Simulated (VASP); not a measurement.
# Hg (R-3m) in VASP: notebook, part 2 of 2

VASP 6.6.1. The steps go on from the part before.

## Step 3: Single point, PBE (shortest bond scaled by 0.82)

The input, INCAR:

```
ALGO = Normal
EDIFF = 1E-7
ENCUT = 520
GGA = PE
ISIF = 2
ISMEAR = -1
LASPH = True
LCHARG = True
LELF = True
LREAL = False
LVHAR = True
LWAVE = False
NBANDS = 19
NELM = 80
PREC = Accurate
SIGMA = 0.05
```

The input, KPOINTS:

```
k-points
0
Gamma
  8 8 8
```

The input, POSCAR:

```
Hg
1.0
    0.0000000000      3.3303445432      3.3303445432
    3.3303445432      0.0000000000      3.3303445432
    3.3303445432      3.3303445432      0.0000000000
Hg
2
Direct
   -0.1925000000     -0.1025000000     -0.1025000000
    0.1925000000      0.1025000000      0.1025000000
```

Potentials or basis: VASP PAW PBE potentials, release 64 (Hg).

On the command line:

```console
$ cat potpaw_PBE.64/Hg/POTCAR > POTCAR
$ mpirun -np 1 vasp_std > vasp.out
```

OUTCAR:

```text
EDIFF = 1E-7
   ENCUT = 520
   GGA = PE
   ISIF = 2
   ISMEAR = -1
   LASPH = True
   LREAL = False
   NELM = 80
   PREC = Accurate

 ion  position               nearest neighbor table
   1  0.807  0.898  0.898-   2 2.37   2 3.10   2 3.10   2 3.10
   2  0.193  0.102  0.102-   1 2.37   1 3.10   1 3.10   1 3.10

  LATTYP: Found a face centered cubic cell.
 ALAT       =     6.6606890864

  Lattice vectors:

 A1 = (   0.0000000000,   3.3303445432,   3.3303445432)
 A2 = (   3.3303445432,   0.0000000000,   3.3303445432)
 A3 = (   3.3303445432,   3.3303445432,   0.0000000000)

Analysis of symmetry for initial positions (statically):
=====================================================================
 Subroutine PRICEL returns:
 Original cell was already a primitive cell.

 Routine SETGRP: Setting up the symmetry group for a
 face centered cubic supercell.

 Subroutine GETGRP returns: Found 12 space group operations
 (whereof  4 operations were pure point group operations)
 out of a pool of 48 trial point group operations.

[... 152 lines left out ...]

 number of electron      24.0000002 magnetization

 Free energy of the ion-electron system (eV)
  ---------------------------------------------------
  ext. energy  EPLUGINS =         0.00000000
  ---------------------------------------------------
  free energy    TOTEN  =         0.86322994 eV

  energy without entropy =        0.87240602  energy(sigma->0) =        0.86781798

 E-fermi :   0.6742     XC(G=0):  -8.2258

 val. band max:        0.6681797928   @ k =   0.2500   0.0000   0.5000
 cond. band min:       0.6869402831   @ k =   0.0000   0.2500   0.0000
 fundamental gap:      0.0187604903
 Fermi energy:         0.6741839322

 k-point     1 :       0.0000    0.0000    0.0000
  band No.  band energies     occupation
      1      -8.5776      2.00000
      2      -7.4250      2.00000
      3      -7.4250      2.00000
      4      -6.8376      2.00000
      5      -6.8376      2.00000
      6      -6.5117      2.00000
[... 505 lines left out ...]
      6      -6.3754      2.00000
[... 11 lines left out ...]
     18       8.7333      0.00000
     19      10.1385      0.00000

 [... further k-points ...]
[... 5 lines left out ...]
  --------------------------------------------------------------------------------------
  -------------------------------------------------------------------------------------
  Total        4.0124284      4.0124284      4.0124284     -4.5281222      4.5281222     -4.5281222
  in kB       87.0202621     87.0202621     87.0202621    -98.2044628     98.2044628    -98.2044628
  external PRESSURE =      87.0202621 kB  Pullay stress =       0.0000000 kB

 VOLUME and BASIS-vectors are now :
 -----------------------------------------------------------------------------
  energy-cutoff  :      520.00
  volume of cell :       73.88
      direct lattice vectors                 reciprocal lattice vectors
     0.000000000  3.330344543  3.330344543    -0.150134616  0.150134616  0.150134616
     3.330344543  0.000000000  3.330344543     0.150134616 -0.150134616  0.150134616
     3.330344543  3.330344543  0.000000000     0.150134616  0.150134616 -0.150134616

 POSITION                                       TOTAL-FORCE (eV/Angst)
 -----------------------------------------------------------------------------------
      5.97797      5.67824      5.67824        -3.165176      3.165176      3.165176
      0.68272      0.98245      0.98245         3.165176     -3.165176     -3.165176
 -----------------------------------------------------------------------------------
    total drift:                                0.000000      0.000000      0.000000

  FREE ENERGIE OF THE ION-ELECTRON SYSTEM (eV)
  ---------------------------------------------------
  free  energy   TOTEN  =         0.8632299417 eV

  energy  without entropy=        0.8724060241  energy(sigma->0) =        0.86781798
```

Wall time 48 s (1 thread of Intel Xeon Platinum 8488C (Sapphire Rapids), shared host); peak memory 0.24 GiB.

Results:

```yaml
Free_energy: 0.8632 eV
Pressure: 8.7 GPa
Largest_force: 5.482 eV/Å
Band_gap_on_the_k_mesh: zero (bands 12 and 13 overlap by 3.12 eV)
```

Forces on the atoms (eV/Å):
```
Hg  -3.165  3.165  3.165
Hg   3.165 -3.165 -3.165
```

Stress tensor (GPa, compression positive):
```
 8.70 -9.82 -9.82
-9.82  8.70  9.82
-9.82  9.82  8.70
```

Caveat: the cell differs from its parent crystal (shortest bond scaled by 0.82); the cell stands under pressure; spin-orbit coupling is left out, which moves the levels of the heavy elements; forces of over 1 eV/Å act on the atoms, so gaps and moduli don't describe the material at rest.

## Step 4: Single point, PBE (shortest bond scaled by 0.76)

The input, INCAR:

```
SYSTEM = Hg
ALGO     = Normal         ! electronic algorithm
EDIFF    = 1E-6           ! SCF threshold, eV
ENCUT    = 520            ! plane-wave cutoff, eV
GGA      = PE             ! functional
ISIF     = 2              ! what is computed and relaxed
ISMEAR   = -1             ! smearing method
LASPH    = .True.         ! aspherical terms in the spheres
LCHARG   = .False.        ! write CHGCAR
LREAL    = .False.        ! projectors in reciprocal space
LWAVE    = .False.        ! write WAVECAR
NBANDS   = 19             ! bands
NELM     = 80             ! most SCF steps
PREC     = Accurate       ! precision mode
SIGMA    = 0.05           ! smearing width, eV
```

The input, KPOINTS:

```
k-points
0
Gamma
  8 8 8
  0 0 0
```

The input, POSCAR:

```
Hg
1.0
    0.0000000000      3.3303445432      3.3303445432
    3.3303445432      0.0000000000      3.3303445432
    3.3303445432      3.3303445432      0.0000000000
Hg
2
Direct
   -0.2150000000     -0.0950000000     -0.0950000000
    0.2150000000      0.0950000000      0.0950000000
```

On the command line:

```console
$ cat potpaw_PBE.64/Hg/POTCAR > POTCAR
$ mpirun -np 1 vasp_std > vasp.out
```

Run time: 44 s. Hardware: 1 thread of Intel Xeon Platinum 8488C (Sapphire Rapids), shared host; peak memory 0.24 GiB.

It converged, with:

```yaml
Free_energy: 2.3098 eV
Pressure: 17.4 GPa
Largest_force: 11.983 eV/Å
Band_gap_on_the_k_mesh: zero (bands 12 and 13 overlap by 3.24 eV)
```

Forces on the atoms (eV/Å):
```
Hg  -6.918  6.918  6.918
Hg   6.918 -6.918 -6.918
```

Stress tensor (GPa, compression positive):
```
 17.44 -19.39 -19.39
-19.39  17.44  19.39
-19.39  19.39  17.44
```

Levels at points of the mesh, in eV from the Fermi level:
| k point | band 8 | band 9 | band 10 | band 11 | band 12 | band 13 | band 14 | band 15 | band 16 | band 17 |
| --- | --- | --- | --- | --- | --- | --- | --- | --- | --- | --- |
| (0.00, 0.00, 0.00) | -6.84 | -6.23 | -6.23 | -6.11 | 3.06 | 3.48 | 5.07 | 5.07 | 6.01 | 6.01 |
| (0.50, 0.00, 0.00) | -6.19 | -5.75 | -5.75 | -4.70 | -3.76 | 2.70 | 2.70 | 4.39 | 7.44 | 7.45 |
| (0.00, 0.50, 0.00) | -6.42 | -6.38 | -5.87 | -5.11 | -2.40 | 2.64 | 3.16 | 4.40 | 5.47 | 7.32 |
| (0.50, 0.50, 0.00) | -6.59 | -5.78 | -5.75 | -4.50 | -2.89 | 1.09 | 1.63 | 3.30 | 4.51 | 11.17 |

Caveat: the cell differs from its parent crystal (shortest bond scaled by 0.76); the cell stands under pressure; spin-orbit coupling is left out, which moves the levels of the heavy elements; forces of over 1 eV/Å act on the atoms, so gaps and moduli don't describe the material at rest.

## Step 5: Single point, PBE (shortest bond scaled by 0.7)

The input, INCAR:

```
SYSTEM = Hg
ALGO = Normal
EDIFF = 1E-7
ENCUT = 520
GGA = PE
ISIF = 2
ISMEAR = -1
LASPH = .True.
LCHARG = .False.
LREAL = .False.
LWAVE = .False.
NBANDS = 19
NELM = 100
PREC = Accurate
SIGMA = 0.05
```

KPOINTS is that of step 4.

The input, POSCAR:

```
Hg
1.0
    0.0000000000      3.3303445432      3.3303445432
    3.3303445432      0.0000000000      3.3303445432
    3.3303445432      3.3303445432      0.0000000000
Hg
2
Direct
   -0.2375000000     -0.0875000000     -0.0875000000
    0.2375000000      0.0875000000      0.0875000000
```

On the command line:

```console
$ cat potpaw_PBE.64/Hg/POTCAR > POTCAR
$ mpirun -np 1 vasp_std > vasp.out
```

Run time: 57 s. Hardware: 1 thread of Intel Xeon Platinum 8488C (Sapphire Rapids), shared host; peak memory 0.24 GiB.

It converged, with:

| Quantity | Value |
| --- | --- |
| Free energy | 5.3663 eV |
| Pressure | 33.7 GPa |
| Largest force | 24.729 eV/Å |
| Band gap on the k mesh | zero (bands 12 and 13 overlap by 3.39 eV) |

Forces in eV/Å, atoms in the order of the input:
```
Hg  -14.277  14.277  14.277
Hg   14.277 -14.277 -14.277
```

Stress tensor (GPa, compression positive):
```
 33.71 -36.38 -36.38
-36.38  33.71  36.38
-36.38  36.38  33.71
```

Levels at points of the mesh, in eV from the Fermi level:
| k point | band 10 | band 11 | band 12 | band 13 | band 14 | band 15 |
| --- | --- | --- | --- | --- | --- | --- |
| (0.00, 0.00, 0.00) | -6.05 | -5.86 | 3.14 | 3.34 | 4.77 | 4.77 |
| (0.50, 0.00, 0.00) | -5.53 | -5.14 | -3.44 | 2.61 | 2.61 | 4.53 |
| (0.00, 0.50, 0.00) | -5.64 | -5.17 | -2.27 | 2.77 | 3.05 | 4.83 |
| (0.50, 0.50, 0.00) | -5.48 | -4.80 | -2.65 | 1.07 | 1.94 | 2.96 |

Caveat: the cell differs from its parent crystal (shortest bond scaled by 0.7); the cell stands under pressure; spin-orbit coupling is left out, which moves the levels of the heavy elements; forces of over 1 eV/Å act on the atoms, so gaps and moduli don't describe the material at rest.

## Step 6: Summary

| cell | gap on the mesh (eV) | pressure (GPa) | largest force (eV/Å) |
| --- | --- | --- | --- |
| as given, shortest bond scaled by 0.94 | none | 2.5 | 0.72 |
| as given, shortest bond scaled by 0.82 | none | 8.7 | 5.48 |
| as given, shortest bond scaled by 0.76 | none | 17.4 | 11.98 |
| as given, shortest bond scaled by 0.7 | none | 33.7 | 24.73 |

Some of these runs hold the atoms at other places in the same cell, which the table doesn't show; runs alike in all that it shows share one row.

Alike in all rows: task single point; level PBE; potentials or basis VASP PAW PBE potentials, release 64 (Hg); no spin polarisation; k mesh 8 × 8 × 8; cutoff (eV) 520; smearing fermi-dirac 0.05 eV.

Caveats: spin-orbit coupling is left out, which moves the levels of the heavy elements; the cell stands under pressure (at least some runs); forces of over 1 eV/Å act on the atoms, so gaps and moduli don't describe the material at rest (at least some runs).

Absolute energies hang on the potentials; compare differences alone.
